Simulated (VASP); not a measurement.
CaSe, 4 atoms in the cell. It takes space group P6_3/mmc (No. 194, hexagonal). The conventional cell has a = 4.191 Å, b = 4.191 Å, c = 7.270 Å, α = 90.00°, β = 90.00°, γ = 120.00°. Ca (site symmetry -3m) has 6 Se at 3.03 Å and 2 Ca at 3.64 Å within 4.0 Å. Within 4.0 Å of Se (site symmetry -6m2) lie 6 Ca at 3.03 Å.  This cell differs from its parent crystal: volume changed by +3%.

- Program: VASP 6.6.1
- Task: single point
- Functional: PBE
- Potentials or basis: VASP PAW PBE potentials, release 64 (Ca_sv, Se)
- Cutoff: 520 eV
- k mesh: 6 × 6 × 4
- Occupations: gaussian, width 0.01 eV
- Spin: no spin polarisation
- Dipole correction: no
- Further INCAR settings: ALGO = Normal; EDIFF = 1e-06; NBANDS = 24

Potentials or basis: VASP PAW PBE potentials, release 64 (Ca_sv, Se).

Run with:

```sh
$ cat potpaw_PBE.64/Ca_sv/POTCAR potpaw_PBE.64/Se/POTCAR > POTCAR
$ mpirun -np 1 vasp_std > vasp.out
```

Hardware: 1 thread of Intel Xeon 6975P-C (shared host).

Problem. Estimate the wall time of this run.

Solution. Wall time 52 s on 1 thread of Intel Xeon 6975P-C, with other jobs on the host, peak memory 0.24 GiB. Counts: scf iterations 13, k points 21.
